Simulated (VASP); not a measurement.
# Ge: relaxation of cell and atoms with PBE

Ge:

```xyz
2
Lattice="0.0000 2.5601 2.5601 2.5601 0.0000 2.5601 2.5601 2.5601 0.0000" Properties=species:S:1:pos:R:3 pbc="T T T"
Ge   -0.6400   -0.6400   -0.6400
Ge    0.6400    0.6400    0.6400
```

```json
{"Program": "VASP 6.6.1", "Task": "relaxation of cell and atoms", "Functional": "PBE", "Potentials or basis": "VASP PAW PBE potentials, release 64 (Ge_d)", "Cutoff": "600 eV", "k mesh": "13 × 13 × 13", "Occupations": "fermi-dirac, width 0.08 eV", "Spin": "no spin polarisation", "Target pressure": "48 GPa", "Dipole correction": "no", "Further INCAR settings": "ALGO = Normal; EDIFF = 1e-06; IBRION = 2; EDIFFG = -0.005; NSW = 32; ISIF = 3"}
```

The relaxed volume is 16.77 Å³/atom and the relaxed cell is a = 3.620 Å, b = 3.620 Å, c = 3.620 Å, α = 60.00°, β = 60.00°, γ = 60.00°. The space group after relaxing (to 0.1 Å) is Fd-3m (No. 227), the energy change on relaxing (the run minimises the enthalpy) is +3.5 meV/atom and the ionic steps are 8. The pressure after relaxing is 48.0 GPa.

Step by step:
| step | energy change (eV) | largest force (eV/Å) | pressure (GPa) | volume (Å³) |
| --- | --- | --- | --- | --- |
| 1 | 0.0000 | 0.0000 | 47.47 | 33.56 |
| 2 | 0.0824 | 0.0000 | 49.82 | 33.29 |
| 3 | 0.0121 | 0.0000 | 48.25 | 33.52 |
| 4 | 0.0082 | 0.0000 | 48.07 | 33.53 |
| 5 | 0.0069 | 0.0000 | 47.80 | 33.54 |
| 6 | 0.0079 | 0.0000 | 48.31 | 33.53 |
| 7 | 0.0073 | 0.0000 | 48.19 | 33.53 |
| 8 | 0.0071 | 0.0000 | 48.04 | 33.53 |

Final structure:
```cif
data_structure
_symmetry_space_group_name_H-M 'P 1'
_symmetry_Int_Tables_number 1
_cell_length_a 3.6197
_cell_length_b 3.6197
_cell_length_c 3.6197
_cell_angle_alpha 60.000
_cell_angle_beta 60.000
_cell_angle_gamma 60.000
_cell_volume 33.53
loop_
_atom_site_label
_atom_site_type_symbol
_atom_site_fract_x
_atom_site_fract_y
_atom_site_fract_z
_atom_site_occupancy
Ge1 Ge 0.87500 0.87500 0.87500 1
Ge2 Ge 0.12500 0.12500 0.12500 1
```

Levels at points of the mesh, in eV from the Fermi level:
| k point | band 11 | band 12 | band 13 | band 14 | band 15 | band 16 | band 17 | band 18 |
| --- | --- | --- | --- | --- | --- | --- | --- | --- |
| (0.00, 0.00, 0.00) | -15.47 | 0.03 | 0.03 | 0.03 | 2.62 | 2.62 | 2.62 | 3.09 |

Run time: 5.7 min on 1 thread of AMD EPYC 7R43 64-Core Processor (Zen 3), with other jobs on the host, peak memory 0.16 GiB.

Caveat: the cell is relaxed towards a set pressure, so the run minimises the enthalpy, not the energy.
